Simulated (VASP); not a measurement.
# BaTiO3 (Amm2) in VASP: a series of runs

The runs below take BaTiO3 through electric field gradients, with PBE.

Program: VASP 6.6.1. These are calculated values, not measurements. Logs are shortened: lines on timing, memory, paths and dates and some standing lists are left out, and cuts for length are marked.

### Step 1. The cell of the first run

Symmetry: Amm2, No. 38, orthorhombic system. The conventional cell has a = 3.903 Å, b = 5.558 Å, c = 5.575 Å, α = 90.00°, β = 90.00°, γ = 90.00°. Within 3.6 Å of Ba (site symmetry mm2) lie 12 O at 2.74 to 2.83 Å and 8 Ti at 3.37 to 3.44 Å. Ti (site symmetry mm2) has 6 O at 1.91 to 2.02 Å within 2.5 Å. Within 2.6 Å of O (site symmetry mm2) lie 2 Ti at 1.95 Å. O (site symmetry m) has 2 Ti at 1.91 to 2.02 Å within 2.5 Å.

### Step 2. Electric field gradients, PBE (12.09 Å³/atom)

File INCAR:

```
PREC     = Accurate       # precision mode
ENCUT    = 1000           # plane-wave cutoff, eV
EDIFF    = 1E-8           # SCF threshold, eV
ISMEAR   = -1             # smearing method
SIGMA    = 0.05           # smearing width, eV
LREAL    = False          # projectors in reciprocal space
LASPH    = True           # aspherical terms in the spheres
NELM     = 120            # most SCF steps
ALGO     = Normal         # electronic algorithm
ISIF     = 2              # what is computed and relaxed
LWAVE    = False          # write WAVECAR
LCHARG   = False          # write CHGCAR
GGA      = PE             # functional
LEFG     = True         
NBANDS   = 28             # bands
GGA_COMPAT= False
```

File KPOINTS:

```
regular mesh
0
Gamma
  8 8 8
```

File POSCAR:

```
BaTiO3
1.0
    3.9027690157      0.0000000000      0.0000000000
    0.0000000000      2.7791347697      2.7877061482
    0.0000000000     -2.7791347697      2.7877061482
Ba Ti O
1 1 3
Direct
    0.0000000000      0.0000000000      0.0000000000
    0.5000000000      0.5079000000      0.5079000000
    0.0000000000      0.4921000000      0.4921000000
    0.5000000000      0.5025100000      0.9937100000
    0.5000000000      0.9937100000      0.5025100000
```

Potentials or basis: VASP PAW PBE potentials, release 64 (Ba_sv, Ti_sv, O_h).

Launch:

```console
> cat potpaw_PBE.64/Ba_sv/POTCAR potpaw_PBE.64/Ti_sv/POTCAR potpaw_PBE.64/O_h/POTCAR > POTCAR
> mpirun -np 1 vasp_std > vasp.out
```

OUTCAR:

```text
PREC = Accurate
   ENCUT = 1000
   EDIFF = 1E-8
   ISMEAR = -1
   LREAL = False
   LASPH = True
   NELM = 120
   ISIF = 2
   GGA = PE

 ion  position               nearest neighbor table
   1  0.000  0.000  0.000-   3 2.74   4 2.76   5 2.76   4 2.76   5 2.76   4 2.78   5 2.78   5 2.78
                             4 2.78   3 2.78   3 2.78   3 2.83   2 3.37   2 3.37   2 3.40   2 3.40
   2  0.500  0.508  0.508-   4 1.91   5 1.91   3 1.95   3 1.95   5 2.02   4 2.02   1 3.37   1 3.37
                             1 3.40   1 3.40   1 3.40   1 3.40   1 3.44   1 3.44
   3  0.000  0.492  0.492-   2 1.95   2 1.95   1 2.74   1 2.78   1 2.78   1 2.83
   4  0.500  0.503  0.994-   2 1.91   2 2.02   1 2.76   1 2.76   1 2.78   1 2.78
   5  0.500  0.994  0.503-   2 1.91   2 2.02   1 2.76   1 2.76   1 2.78   1 2.78

  LATTYP: Found a base centered orthorhombic cell.
 ALAT       =     5.5582695394
 B/A-ratio  =     1.0030841896
 C/A-ratio  =     0.7021554079

  Lattice vectors:

 A1 = (   0.0000000000,   2.7791347697,  -2.7877061482)
 A2 = (   0.0000000000,   2.7791347697,   2.7877061482)
 A3 = (   3.9027690157,   0.0000000000,   0.0000000000)

Analysis of symmetry for initial positions (statically):
=====================================================================
 Subroutine PRICEL returns:
 Original cell was already a primitive cell.

 Routine SETGRP: Setting up the symmetry group for a
 base centered orthorhombic supercell.

 Subroutine GETGRP returns: Found  4 space group operations
 (whereof  4 operations were pure point group operations)
 out of a pool of  8 trial point group operations.

The static configuration has the point symmetry C_2v.

Analysis of symmetry for dynamics (positions and initial velocities):
=====================================================================
 Subroutine PRICEL returns:
 Original cell was already a primitive cell.

 Routine SETGRP: Setting up the symmetry group for a
 base centered orthorhombic supercell.

 Subroutine GETGRP returns: Found  4 space group operations
 (whereof  4 operations were pure point group operations)
 out of a pool of  8 trial point group operations.

The dynamic configuration has the point symmetry C_2v.

 Subroutine INISYM returns: Found  4 space group operations
 (whereof  4 operations are pure point group operations),
 and found     1 'primitive' translations

----------------------------------------------------------------------------------------

                                     Primitive cell

  volume of cell :      60.4727

  direct lattice vectors                    reciprocal lattice vectors
     3.902769016  0.000000000  0.000000000     0.256228333  0.000000000  0.000000000
     0.000000000  2.779134770  2.787706148     0.000000000  0.179912110  0.179358933
     0.000000000 -2.779134770  2.787706148     0.000000000 -0.179912110  0.179358933

  length of vectors
     3.902769016  3.936355629  3.936355629     0.256228333  0.254043292  0.254043292

  position of ions in fractional coordinates (direct lattice)
     0.000000000  0.000000000  0.000000000
     0.500000000  0.507900000  0.507900000
     0.000000000  0.492100000  0.492100000
     0.500000000  0.502510000  0.993710000
     0.500000000  0.993710000  0.502510000

  ion indices of the primitive-cell ions
   primitive index   ion index
                 1           1
                 2           2
                 3           3
                 4           4
                 5           5

----------------------------------------------------------------------------------------

 KPOINTS: regular mesh

Automatic generation of k-mesh.
 Grid dimensions read from file:
 generate k-points for:    8    8    8

[... 52 lines left out ...]
   NGXF,Y,Z  is equivalent  to a cutoff of  34.08, 35.48, 35.48 a.u.
 SYSTEM =  unknown system
   PREC   = accura    normal or accurate (medium, high low for compatibility)
   ISTART =      0    job   : 0-new  1-cont  2-samecut
   ICHARG =      2    charge: 1-file 2-atom 10-const
   ISPIN  =      1    spin polarized calculation?
   LNONCOLLINEAR =      F non collinear calculations
   LSORBIT =      F    spin-orbit coupling
   LASPH  =      T    aspherical Exc in radial PAW
   ENCUT  = 1000.0 eV  73.50 Ry    8.57 a.u.  10.06 10.15 10.15*2*pi/ulx,y,z
   NELM   =    120;   NELMIN=  2; NELMDL= -5     # of ELM steps
   EDIFF  = 0.1E-07   stopping-criterion for ELM
   LREAL  =      F    real-space projection
   EDIFFG = 0.1E-06   stopping-criterion for IOM
   NSW    =      0    number of steps for IOM
   IBRION =     -1    ionic relax: 0-MD 1-quasi-New 2-CG
   NFREE  =      0    steps in history (QN), initial steepest desc. (CG)
   ISIF   =      2    stress and relaxation
   ISYM   =      2    0-nonsym 1-usesym 2-fastsym
   POTIM  = 0.5000    time-step for ionic-motion
   TEBEG  =    0.0;   TEEND  =   0.0 temperature during run
   PSTRESS=    0.0 pullay stress
   NELECT =      40.0000    total number of electrons
   NUPDOWN=      -1.0000    fix difference up-down
   EMIN   =  10.00;   EMAX   =-10.00  energy-range for DOS
   EFERMI =   0.00;   METHOD = LEGACY
   ISMEAR =    -1;   SIGMA  =   0.05  broadening in eV -4-tet -1-fermi 0-gaus
   EFERMI_NEDOS =   21; number of points for ismear=-14 and -15
   IALGO  =     38    algorithm
   IMIX   =      4    mixing-type and parameters
     AMIX     =   0.40;   BMIX     =  1.00
     AMIX_MAG =   1.60;   BMIX_MAG =  1.00
  volume/ion in A,a.u.               =      12.09        81.62
  Fermi-wavevector in a.u.,A,eV,Ry     =   1.426401  2.695507 27.682689  2.034620
  Thomas-Fermi vector in A             =   2.546682
   LORBIT       =      0    0 simple, 1 ext, 2 COOP (PROOUT), +10 PAW based schemes
   GGA     = PE    functional components
   LHFCALC =     F    Hartree Fock is set to
   AEXX    =    0.0000 exact exchange contribution
   IVDW    =     0    specifies the selected vdW correction
   LEPSILON=     F    determine dielectric tensor
   LRPA    =     F    only Hartree local field effects (RPA)
 non-spin polarized calculation
  energy-cutoff  :     1000.00
  volume of cell :       60.47
 maximum number of plane-waves:      4377
   NGX = 21   NGY = 21   NGZ = 21

 number of electron      40.0000004 magnetization

 Free energy of the ion-electron system (eV)
  ---------------------------------------------------
  ext. energy  EPLUGINS =         0.00000000
  ---------------------------------------------------
  free energy    TOTEN  =       -39.76625600 eV

  energy without entropy =      -39.76625600  energy(sigma->0) =      -39.76625600

 E-fermi :   5.6732     XC(G=0): -11.5735

 val. band max:        4.6776426038   @ k =   0.5000   0.5000   0.5000
 cond. band min:       6.5967443904   @ k =   0.0000   0.0000   0.0000
 fundamental gap:      1.9191017866
 Fermi energy:         5.6732440321

 k-point     1 :       0.0000    0.0000    0.0000
  band No.  band energies     occupation
      1     -51.6675      2.00000
      2     -27.9224      2.00000
      3     -27.9195      2.00000
      4     -27.9164      2.00000
      5     -20.0170      2.00000
      6     -12.3408      2.00000
[... 733 lines left out ...]
     27      13.0801      0.00000
     28      14.7237      0.00000

 [... further k-points ...]

------------------------ aborting loop because EDIFF is reached ----------------------------------------

  FORCE on cell =-STRESS in cart. coord.  units (eV):
  Direction    XX          YY          ZZ          XY          YZ          ZX
  --------------------------------------------------------------------------------------
  -------------------------------------------------------------------------------------
  Total        6.5064245      6.1359379      5.8267577      0.0000000      0.0000000      0.0000000
  in kB      172.3826423    162.5668881    154.3753995      0.0000000      0.0000000      0.0000000
  external PRESSURE =     163.1083100 kB  Pullay stress =       0.0000000 kB

 VOLUME and BASIS-vectors are now :
 -----------------------------------------------------------------------------
  energy-cutoff  :     1000.00
  volume of cell :       60.47
      direct lattice vectors                 reciprocal lattice vectors
     3.902769016  0.000000000  0.000000000     0.256228333  0.000000000  0.000000000
     0.000000000  2.779134770  2.787706148     0.000000000  0.179912110  0.179358933
     0.000000000 -2.779134770  2.787706148     0.000000000 -0.179912110  0.179358933

 POSITION                                       TOTAL-FORCE (eV/Angst)
 -----------------------------------------------------------------------------------
      0.00000      0.00000      0.00000         0.000000      0.000000      0.090310
      1.95138      0.00000      2.83175         0.000000      0.000000     -0.031520
      0.00000      0.00000      2.74366         0.000000      0.000000      0.072509
      1.95138     -1.36511      4.17102         0.000000     -0.157784     -0.065650
      1.95138      1.36511      4.17102         0.000000      0.157784     -0.065650
 -----------------------------------------------------------------------------------
    total drift:                                0.000000     -0.000001      0.001796

  FREE ENERGIE OF THE ION-ELECTRON SYSTEM (eV)
  ---------------------------------------------------
  free  energy   TOTEN  =       -39.7662559966 eV

  energy  without entropy=      -39.7662559963  energy(sigma->0) =      -39.76625600

 Electric field gradients (V/A^2)
---------------------------------------------------------------------
 ion       V_xx      V_yy      V_zz      V_xy      V_xz      V_yz
---------------------------------------------------------------------
   1       0.680    -1.531     0.851     0.000     0.000     0.000
   2      -6.490     3.475     3.015     0.000    -0.000    -0.000
   3      18.917    -9.024    -9.893    -0.000     0.000     0.000
   4     -10.524     4.749     5.775     0.000     0.000   -14.331
   5     -10.524     4.749     5.775    -0.000     0.000    14.331
---------------------------------------------------------------------

 Electric field gradients after diagonalization (V/A^2)
 (convention: |V_zz| > |V_xx| > |V_yy|)
----------------------------------------------------------------------
 ion       V_xx      V_yy      V_zz     asymmetry (V_yy - V_xx)/ V_zz
----------------------------------------------------------------------
   1       0.851     0.680    -1.531       0.112
   2       3.475     3.015    -6.490       0.071
   3      -9.893    -9.024    18.917       0.046
   4     -10.524    -9.078    19.603       0.074
   5     -10.524    -9.078    19.603       0.074
----------------------------------------------------------------------

           NMR quadrupolar parameters

 Cq : quadrupolar parameter    Cq=e*Q*V_zz/h
 eta: asymmetry parameters     (V_yy - V_xx)/ V_zz
 Q  : nuclear electric quadrupole moment in mb (millibarn)
----------------------------------------------------------------------
 ion       Cq(MHz)       eta       Q (mb)
----------------------------------------------------------------------
   1      -0.004       0.112       1.000
   2      -0.016       0.071       1.000
   3       0.046       0.046       1.000
   4       0.047       0.074       1.000
   5       0.047       0.074       1.000
----------------------------------------------------------------------
```

Run time: 6.5 min. Hardware: 1 thread of AMD EPYC 7R13 (Zen 3), shared host; peak memory 0.57 GiB.

What came out:

* Free energy: -39.7663 eV
* Pressure: 16.3 GPa
* Largest force: 0.171 eV/Å
* Band gap on the k mesh: 1.92 eV (least direct gap 2.03 eV)
* Largest electric field gradient by atom: Ba -1.5; Ti -6.5; O +18.9, +19.6 (each value once) V/Å²

Forces in eV/Å, atoms in the order of the input:
```
Ba   0.000  0.000  0.090
Ti   0.000  0.000 -0.032
O    0.000  0.000  0.073
O    0.000 -0.158 -0.066
O    0.000  0.158 -0.066
```

Stress tensor (GPa, compression positive):
```
17.24  0.00  0.00
 0.00 16.26  0.00
 0.00  0.00 15.44
```

Electric field gradients, principal values (V/Å²):
```
atom   least   middle  greatest (by size)
1 Ba   0.680    0.851              -1.531
2 Ti   3.015    3.475              -6.490
 3 O  -9.024   -9.893              18.917
 4 O  -9.078  -10.524              19.603
 5 O  -9.078  -10.524              19.603
```

Caveat: the cell stands under pressure; without QUAD_EFG the Cq values of the log hold for a quadrupole moment of 1 mb, not for the nuclei; spin-orbit coupling is left out, which moves the levels of the heavy elements. A k mesh can miss the band edges.

[end of part 1 of 3]
